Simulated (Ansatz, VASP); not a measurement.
## Zn3GeO in VASP and in Ansatz

```
CELL_PARAMETERS angstrom
3.81130 0.00000 0.00000
0.00000 3.81130 0.00000
0.00000 0.00000 6.37394
ATOMIC_POSITIONS crystal
Zn 0.00000 0.50000 0.41021
Zn 0.50000 0.50000 0.07576
Zn 0.50000 0.00000 0.41021
Ge 0.50000 0.50000 0.68760
O 0.00000 0.00000 0.25812
```

Change from the starting cell: species swapped into the CeBPt3 type (P4mm, No. 99).

Alike in both runs: functional PBE; k mesh 10 × 10 × 6; occupations gaussian, width 0.1 eV; no spin polarisation.

Ansatz relaxed the structure, and its values are those at the end. VASP's run is a single point on that final structure, the one shown.

|  | VASP | Ansatz |
| --- | --- | --- |
| version | VASP 6.6.1 | Ansatz 0.2.0 |
| potentials or method | VASP PAW PBE potentials, release 64 (Zn, Ge_d, O), cutoff 520 eV | scalar-relativistic, plane waves, PAW |
| valence electrons in the cell | 56 | 56 |

|  | VASP | Ansatz | Ansatz less VASP |
| --- | --- | --- | --- |
| gap on the k mesh at the Fermi level (eV) | none | none | - |
| pressure (GPa) | 0.2 | 0.0 | -0.21 |
| rms of the force components (eV/Å) | 0.016 | 0.000 | -0.0158 |

A gap of «none» marks a metal or a gap that the smearing closes.
